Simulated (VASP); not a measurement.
Here is a VASP 6.6.1 calculation.

INCAR

```
ALGO = Normal ; EDIFF = 1E-6
ENCUT = 500 ; GGA = PE
GGA_COMPAT = F ; ISIF = 2
ISMEAR = 0 ; LASPH = T
LCHARG = F ; LREAL = F
LWAVE = F ; NBANDS = 11
NELM = 120 ; PREC = Accurate
SIGMA = 0.02
```

File KPOINTS:

```
k-points
0
Gamma
  10 10 10
```

The input POSCAR:

```
BAs
1.0
    0.0000000000      2.4517771488      2.4517771488
    2.4517771488      0.0000000000      2.4517771488
    2.4517771488      2.4517771488      0.0000000000
B As
1 1
Direct
    0.0000000000      0.0000000000      0.0000000000
    0.2500000000      0.2500000000      0.2500000000
```

Potentials or basis: VASP PAW PBE potentials, release 64 (B, As).

Run with:

```bash
$ cat potpaw_PBE.64/B/POTCAR potpaw_PBE.64/As/POTCAR > POTCAR
$ mpirun -np 1 vasp_std > vasp.out
```

Q: Estimate the pressure.

A: -6.3 GPa.

Q: What does it give for the band gap on the k mesh?

A: 1.25 eV (least direct gap 3.18 eV).

Caveat: the cell stands under tension. A k mesh can miss the band edges.
